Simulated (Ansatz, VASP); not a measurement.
# KCl: VASP beside Ansatz

File POSCAR:

```
KCl
1.0
    0.0000000000      3.0140755000      3.1561000000
    3.2981245000      0.0000000000      3.1561000000
    3.2981245000      3.0140755000      0.0000000000
K Cl
1 1
Direct
    0.0000000000      0.0000000000      0.0000000000
    0.5000000000      0.5000000000      0.5000000000
```

Contents of INCAR.step1:

```
  PREC = Accurate
  ENCUT = 550
  ISMEAR = 0
  SIGMA = 0.05
  LREAL = F
  LASPH = T
  NELM = 120
  NBANDS = 15
  GGA = PE
  ALGO = Normal
  EDIFF = 1E-5
  LWAVE = T
  LCHARG = F
  GGA_COMPAT = F
```

INCAR.step2

```
  PREC = Accurate
  ENCUT = 550
  EDIFF = 1E-6
  ISMEAR = 0
  SIGMA = 0.05
  LREAL = F
  LASPH = T
  NELM = 120
  ALGO = Normal
  ISIF = 2
  LWAVE = F
  LCHARG = F
  METAGGA = R2SCAN
  LMIXTAU = T
  NBANDS = 15
  ISTART = 1
  GGA_COMPAT = F
```

KPOINTS

```
Automatic mesh
0
Gamma
  6 6 6
```

Input for Ansatz:

```yaml
crystal:
  lattice:
    - [0.0, 3.0140755, 3.1561]
    - [3.2981245, 0.0, 3.1561]
    - [3.2981245, 3.0140755, 0.0]
  atoms:
    - { symbol: K, position: [0.0, 0.0, 0.0] }
    - { symbol: Cl, position: [0.5, 0.5, 0.5] }
basis:
  ecutwfc: 500
kpoints:
  mp_grid: { grid: [6, 6, 6] }
hamiltonian:
  xc: r2scan
scf:
  occupations: { method: gaussian, width: 0.05 }
output:
  forces: true
  stress: true
  eigenvalues: true
  write_density: true
  write_potential: true
  elf: true
  volumetric_format: npy
```

Change from the starting cell: strain +0.0450 x Voigt [1, -1, 0, 0, 0, 0], atoms carried along.

Alike in both runs: task single point; functional r2SCAN; k mesh 6 × 6 × 6; occupations gaussian, width 0.05 eV; no spin polarisation.

|  | VASP | Ansatz |
| --- | --- | --- |
| version | VASP 6.6.1 | Ansatz 0.2.0 |
| potentials or method | VASP PAW PBE potentials, release 64 (K_sv, Cl), cutoff 550 eV | scalar-relativistic, plane waves, PAW |
| valence electrons in the cell | 16 | 16 |

```tsv
	VASP	Ansatz	Ansatz less VASP
gap on the k mesh at the Fermi level (eV)	5.74	5.73	-0.004
least direct gap on the mesh (eV)	5.74	5.73	-0.004
pressure (GPa)	0.2	0.2	+0.01
traceless stress, the component that is largest in VASP (GPa)	2.01	1.98	-0.027
```

VASP's potentials were made for PBE, not for r2SCAN.
